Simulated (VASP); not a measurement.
# Ir (Fm-3m) in VASP: single point with r2SCAN

Aim: the single point of Ir with r2SCAN.

Everything below comes from runs of VASP 6.6.1. Logs are shortened: lines on timing, memory, paths and dates and some standing lists are left out, and cuts for length are marked.

**1. The cell of the first run**

The structure is cubic, space group Fm-3m (No. 225). The conventional cell has a = 3.831 Å, b = 3.831 Å, c = 3.831 Å, α = 90.00°, β = 90.00°, γ = 90.00°. Ir (site symmetry m-3m) has 12 Ir at 2.71 Å within 3.6 Å.

**2. Single point, r2SCAN**

Contents of POSCAR:

```
Ir
1.0
    0.0000000000      1.9156000000      1.9156000000
    1.9156000000      0.0000000000      1.9156000000
    1.9156000000      1.9156000000      0.0000000000
Ir
1
Direct
    0.0000000000      0.0000000000      0.0000000000
```

Contents of INCAR.step1:

```
ALGO = Normal
EDIFF = 1E-5
ENCUT = 620
GGA = PE
GGA_COMPAT = False
ISMEAR = -1
LASPH = True
LCHARG = False
LREAL = False
LWAVE = True
NBANDS = 14
NELM = 120
PREC = Accurate
SIGMA = 0.1
```

Contents of INCAR.step2:

```
ALGO = Normal
EDIFF = 1E-6
ENCUT = 620
GGA_COMPAT = False
ISIF = 2
ISMEAR = -1
ISTART = 1
LASPH = True
LCHARG = False
LMIXTAU = True
LREAL = False
LWAVE = False
METAGGA = R2SCAN
NBANDS = 14
NELM = 120
PREC = Accurate
SIGMA = 0.1
```

Contents of KPOINTS:

```
k-points
0
Gamma
  9 9 9
```

Potentials or basis: VASP PAW PBE potentials, release 64 (Ir_sv_GW).

Command:

```bash
> cat potpaw_PBE.64/Ir_sv_GW/POTCAR > POTCAR
> cp INCAR.step1 INCAR
> mpirun -np 1 vasp_std > vasp.out
> cp INCAR.step2 INCAR
> mpirun -np 1 vasp_std > vasp.out
```

OUTCAR:

```text
EDIFF = 1E-6
   ENCUT = 620
   ISIF = 2
   ISMEAR = -1
   ISTART = 1
   LASPH = True
   LREAL = False
   METAGGA = R2SCAN
   NELM = 120
   PREC = Accurate

 ion  position               nearest neighbor table
   1  0.000  0.000  0.000-

  LATTYP: Found a face centered cubic cell.
 ALAT       =     3.8312000000

  Lattice vectors:

 A1 = (   0.0000000000,   1.9156000000,   1.9156000000)
 A2 = (   1.9156000000,   0.0000000000,   1.9156000000)
 A3 = (   1.9156000000,   1.9156000000,   0.0000000000)

Analysis of symmetry for initial positions (statically):
=====================================================================
 Subroutine PRICEL returns:
 Original cell was already a primitive cell.

 Routine SETGRP: Setting up the symmetry group for a
 face centered cubic supercell.

 Subroutine GETGRP returns: Found 48 space group operations
 (whereof 48 operations were pure point group operations)
 out of a pool of 48 trial point group operations.

The static configuration has the point symmetry O_h .

Analysis of symmetry for dynamics (positions and initial velocities):
=====================================================================
 Subroutine PRICEL returns:
 Original cell was already a primitive cell.

 Routine SETGRP: Setting up the symmetry group for a
 face centered cubic supercell.

 Subroutine GETGRP returns: Found 48 space group operations
 (whereof 48 operations were pure point group operations)
 out of a pool of 48 trial point group operations.

The dynamic configuration has the point symmetry O_h .

 Subroutine INISYM returns: Found 48 space group operations
 (whereof 48 operations are pure point group operations),
 and found     1 'primitive' translations

----------------------------------------------------------------------------------------

                                     Primitive cell

  volume of cell :      14.0587

  direct lattice vectors                    reciprocal lattice vectors
     0.000000000  1.915600000  1.915600000    -0.261014826  0.261014826  0.261014826
     1.915600000  0.000000000  1.915600000     0.261014826 -0.261014826  0.261014826
     1.915600000  1.915600000  0.000000000     0.261014826  0.261014826 -0.261014826

  length of vectors
     2.709067500  2.709067500  2.709067500     0.452090940  0.452090940  0.452090940

  position of ions in fractional coordinates (direct lattice)
     0.000000000  0.000000000  0.000000000

  ion indices of the primitive-cell ions
   primitive index   ion index
                 1           1

----------------------------------------------------------------------------------------

 KPOINTS: k-points

Automatic generation of k-mesh.
 Grid dimensions read from file:
 generate k-points for:    9    9    9

 Generating k-lattice:

  Cartesian coordinates                     Fractional coordinates (reciprocal lattice)
    -0.029001647  0.029001647  0.029001647     0.111111111  0.000000000  0.000000000
     0.029001647 -0.029001647  0.029001647     0.000000000  0.111111111  0.000000000
     0.029001647  0.029001647 -0.029001647     0.000000000  0.000000000  0.111111111

  Length of vectors
     0.050232327  0.050232327  0.050232327

  Shift w.r.t. Gamma in fractional coordinates (k-lattice)
     0.000000000  0.000000000  0.000000000

 Subroutine IBZKPT returns following result:
 ===========================================

 Found     35 irreducible k-points:

 Following reciprocal coordinates:
            Coordinates               Weight
  0.000000  0.000000  0.000000      1.000000
  0.111111  0.000000  0.000000      8.000000
  0.222222  0.000000  0.000000      8.000000
  0.333333  0.000000  0.000000      8.000000
  0.444444  0.000000  0.000000      8.000000
  0.111111  0.111111  0.000000      6.000000
[... 16 lines left out ...]
 -0.333333  0.333333  0.000000     12.000000
  0.444444  0.444444  0.000000      6.000000
 [... further k-points ...]
   k-points           NKPTS =     35   k-points in BZ     NKDIM =     35   number of bands    NBANDS=     14
   number of dos      NEDOS =    301   number of ions     NIONS =      1
   total plane-waves  NPLWV =  13824
   dimension x,y,z NGX =    24 NGY =   24 NGZ =   24
   dimension x,y,z NGXF=    48 NGYF=   48 NGZF=   48
   ions per type =               1
   NGX,Y,Z   is equivalent  to a cutoff of  14.73, 14.73, 14.73 a.u.
   NGXF,Y,Z  is equivalent  to a cutoff of  29.46, 29.46, 29.46 a.u.
 SYSTEM =  unknown system
   PREC   = accura    normal or accurate (medium, high low for compatibility)
   ISTART =      1    job   : 0-new  1-cont  2-samecut
   ICHARG =      0    charge: 1-file 2-atom 10-const
   ISPIN  =      1    spin polarized calculation?
   LNONCOLLINEAR =      F non collinear calculations
   LSORBIT =      F    spin-orbit coupling
   LASPH  =      T    aspherical Exc in radial PAW
   ENCUT  =  620.0 eV  45.57 Ry    6.75 a.u.   5.50  5.50  5.50*2*pi/ulx,y,z
   NELM   =    120;   NELMIN=  2; NELMDL=  0     # of ELM steps
   EDIFF  = 0.1E-05   stopping-criterion for ELM
   LREAL  =      F    real-space projection
   EDIFFG = 0.1E-04   stopping-criterion for IOM
   NSW    =      0    number of steps for IOM
   IBRION =     -1    ionic relax: 0-MD 1-quasi-New 2-CG
   NFREE  =      0    steps in history (QN), initial steepest desc. (CG)
   ISIF   =      2    stress and relaxation
   ISYM   =      2    0-nonsym 1-usesym 2-fastsym
   POTIM  = 0.5000    time-step for ionic-motion
   TEBEG  =    0.0;   TEEND  =   0.0 temperature during run
   PSTRESS=    0.0 pullay stress
   NELECT =      17.0000    total number of electrons
   NUPDOWN=      -1.0000    fix difference up-down
   EMIN   =  10.00;   EMAX   =-10.00  energy-range for DOS
   EFERMI =   0.00;   METHOD = LEGACY
   ISMEAR =    -1;   SIGMA  =   0.10  broadening in eV -4-tet -1-fermi 0-gaus
   EFERMI_NEDOS =   21; number of points for ismear=-14 and -15
   IALGO  =     38    algorithm
   IMIX   =      4    mixing-type and parameters
     AMIX     =   0.40;   BMIX     =  1.00
     AMIX_MAG =   1.60;   BMIX_MAG =  1.00
  volume/ion in A,a.u.               =      14.06        94.87
  Fermi-wavevector in a.u.,A,eV,Ry     =   1.744120  3.295909 41.388295  3.041954
  Thomas-Fermi vector in A             =   2.816061
   LORBIT       =      0    0 simple, 1 ext, 2 COOP (PROOUT), +10 PAW based schemes
   METAGGA = R2SCAN    functional components
   LHFCALC =     F    Hartree Fock is set to
   AEXX    =    0.0000 exact exchange contribution
   IVDW    =     0    specifies the selected vdW correction
   LEPSILON=     F    determine dielectric tensor
   LRPA    =     F    only Hartree local field effects (RPA)
 non-spin polarized calculation
  energy-cutoff  :      620.00
  volume of cell :       14.06
 maximum number of plane-waves:       531
 NGX is ok and might be reduce to    24
   NGX = 11   NGY = 11   NGZ = 11

 number of electron      17.0000000 magnetization

 Free energy of the ion-electron system (eV)
  ---------------------------------------------------
  ext. energy  EPLUGINS =         0.00000000
  ---------------------------------------------------
  free energy    TOTEN  =       -52.93367896 eV

  energy without entropy =      -52.91346663  energy(sigma->0) =      -52.92357280

 E-fermi :  12.6439     XC(G=0): -15.9506

 val. band max:       12.5354010302   @ k =   0.3333   0.0000   0.0000
 cond. band min:      12.6927951415   @ k =  -0.4444   0.4444   0.1111
 fundamental gap:      0.1573941114
 Fermi energy:        12.6438690471

 k-point     1 :       0.0000    0.0000    0.0000
  band No.  band energies     occupation
      1     -82.3057      2.00000
      2     -38.0893      2.00000
      3     -38.0893      2.00000
      4     -38.0893      2.00000
      5       1.2129      2.00000
      6       8.7417      2.00000
      7       8.7417      2.00000
      8       8.7417      2.00000
      9      11.4862      1.99998
     10      11.4862      1.99998
     11      27.0433      0.00000
     12      32.8620      0.00000
     13      32.8620      0.00000
     14      32.8620      0.00000

 k-point     2 :       0.1111    0.0000    0.0000
  band No.  band energies     occupation
      1     -82.2963      2.00000
      2     -38.1939      2.00000
      3     -38.1035      2.00000
      4     -38.1035      2.00000
      5       1.7794      2.00000
      6       8.4590      2.00000
      7       8.9677      2.00000
      8       8.9677      2.00000
      9      11.3548      1.99999
     10      11.3548      1.99999
     11      27.9925      0.00000
     12      30.8737      0.00000
     13      33.8126      0.00000
     14      33.8126      0.00000

 k-point     3 :       0.2222    0.0000    0.0000
  band No.  band energies     occupation
      1     -82.2733      2.00000
      2     -38.4548      2.00000
      3     -38.1394      2.00000
      4     -38.1394      2.00000
      5       3.1707      2.00000
      6       8.1367      2.00000
      7       9.2142      2.00000
      8       9.2142      2.00000
      9      11.5018      1.99998
     10      11.5018      1.99998
     11      27.7828      0.00000
     12      29.8072      0.00000
     13      36.3678      0.00000
     14      36.3678      0.00000
[... 324 lines left out ...]
 k-point    23 :      -0.3333    0.3333    0.0000
  band No.  band energies     occupation
      1     -82.2093      2.00000
      2     -38.6760      2.00000
      3     -38.6718      2.00000
      4     -38.3005      2.00000
      5       6.0260      2.00000
      6       7.2417      2.00000
      7       8.7403      2.00000
      8      11.0533      2.00000
      9      12.8269      0.27651
     10      18.1261      0.00000
     11      23.2206      0.00000
     12      24.3385      0.00000
     13      31.2996      0.00000
     14      33.0359      0.00000

 k-point    24 :       0.4444    0.4444    0.0000
  band No.  band energies     occupation
      1     -82.2057      2.00000
      2     -38.8814      2.00000
      3     -38.3990      2.00000
      4     -38.3990      2.00000
      5       4.5961      2.00000
      6       5.1796      2.00000
      7      13.5653      0.00020
      8      13.7633      0.00003
      9      14.0548      0.00000
     10      14.0548      0.00000
     11      25.0376      0.00000
     12      25.3810      0.00000
     13      25.3810      0.00000
     14      35.0702      0.00000

 [... further k-points ...]

------------------------ aborting loop because EDIFF is reached ----------------------------------------

  FORCE on cell =-STRESS in cart. coord.  units (eV):
  Direction    XX          YY          ZZ          XY          YZ          ZX
  --------------------------------------------------------------------------------------
  -------------------------------------------------------------------------------------
  Total        0.2316287      0.2316287      0.2316287     -0.0000000     -0.0000000      0.0000000
  in kB       26.3972314     26.3972314     26.3972314     -0.0000000     -0.0000000      0.0000000
  external PRESSURE =      26.3972314 kB  Pullay stress =       0.0000000 kB

 VOLUME and BASIS-vectors are now :
 -----------------------------------------------------------------------------
  energy-cutoff  :      620.00
  volume of cell :       14.06
      direct lattice vectors                 reciprocal lattice vectors
     0.000000000  1.915600000  1.915600000    -0.261014826  0.261014826  0.261014826
     1.915600000  0.000000000  1.915600000     0.261014826 -0.261014826  0.261014826
     1.915600000  1.915600000  0.000000000     0.261014826  0.261014826 -0.261014826

 POSITION                                       TOTAL-FORCE (eV/Angst)
 -----------------------------------------------------------------------------------
      0.00000      0.00000      0.00000         0.000000      0.000000      0.000000
 -----------------------------------------------------------------------------------
    total drift:                                0.000000      0.000000      0.000000

  FREE ENERGIE OF THE ION-ELECTRON SYSTEM (eV)
  ---------------------------------------------------
  free  energy   TOTEN  =       -52.9336789627 eV

  energy  without entropy=      -52.9134666344  energy(sigma->0) =      -52.92357280
```

Wall time 24 s (1 thread of Intel Xeon Platinum 8488C (Sapphire Rapids), shared host); peak memory 0.15 GiB.

What came out:

| Quantity | Value |
| --- | --- |
| Free energy | -52.9337 eV |
| Pressure | 2.6 GPa |
| Band gap on the k mesh | zero (an odd number of electrons rules out a gap without spin polarisation) |

Levels at points of the mesh, in eV from the Fermi level:
| k point | band 5 | band 6 | band 7 | band 8 | band 9 | band 10 | band 11 | band 12 | band 13 | band 14 |
| --- | --- | --- | --- | --- | --- | --- | --- | --- | --- | --- |
| (0.00, 0.00, 0.00) | -11.43 | -3.90 | -3.90 | -3.90 | -1.16 | -1.16 | 14.40 | 20.22 | 20.22 | 20.22 |

Caveat: the PAW data sets were made with another functional, which shifts forces and pressure a little; spin-orbit coupling is left out, which moves the levels of the heavy elements.

The gap in the log of VASP goes by the Fermi energy; the results here count the filled bands.